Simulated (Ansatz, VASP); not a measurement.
**Ag: VASP beside Ansatz**

File INCAR:

```
SYSTEM = Ag
PREC = Accurate
ENCUT = 500
EDIFF = 1E-7
ISMEAR = 0
SIGMA = 0.1
LREAL = .False.
LASPH = .True.
NELM = 120
ALGO = Normal
ISIF = 3
LWAVE = .False.
LCHARG = .False.
GGA = PS
IBRION = 2
NSW = 80
EDIFFG = -0.05
GGA_COMPAT = .False.
NELMIN = 4
```

The input KPOINTS:

```
Automatic mesh
0
Gamma
  8 8 8
  0 0 0
```

File POSCAR:

```
Ag
1.0
    0.0000000000      2.1326944448      2.1326944448
    2.1326944448      0.0000000000      2.1326944448
    2.1326944448      2.1326944448      0.0000000000
Ag
1
Direct
    0.0000000000      0.0000000000      0.0000000000
```

Input for Ansatz:

```yaml
crystal:
  lattice:
    - [0.0, 2.1326944448, 2.1326944448]
    - [2.1326944448, 0.0, 2.1326944448]
    - [2.1326944448, 2.1326944448, 0.0]
  atoms:
    - { symbol: Ag, position: [0.0, 0.0, 0.0] }
basis:
  ecutwfc: 420
kpoints:
  mp_grid: { grid: [8, 8, 8] }
hamiltonian:
  xc: pbesol
scf:
  occupations: { method: gaussian, width: 0.1 }
output:
  forces: true
  stress: true
  eigenvalues: true
relax:
  adjacent_minimum: "off"
  f_tol: 0.05
  max_steps: 60
  cell: { stress_tol: 0.5 }
```

Alike in both runs: task relaxation of cell and atoms; functional PBEsol; k mesh 8 × 8 × 8; occupations gaussian, width 0.1 eV; no spin polarisation.

|  | VASP | Ansatz |
| --- | --- | --- |
| version | VASP 6.6.1 | Ansatz 0.2.0 |
| potentials or method | VASP PAW PBE potentials, release 64 (Ag), cutoff 500 eV | scalar-relativistic, plane waves, PAW |
| valence electrons in the cell | 11 | 19 |

|  | VASP | Ansatz | Ansatz less VASP |
| --- | --- | --- | --- |
| gap on the k mesh at the Fermi level, each at its own relaxed structure (eV) | none | none | - |
| relaxed volume (Å³/atom) | 16.71 | 16.70 | -0.014 |
| relaxed cell length with the largest relative difference (Å) | 2.870 | 2.869 | -0.0008 |

VASP's potentials were made for PBE, not for PBEsol. A gap of «none» marks a metal or a gap that the smearing closes. VASP's potentials hold 11 valence electrons a cell and Ansatz's 19, so a difference there can come from the potentials and not from the codes.
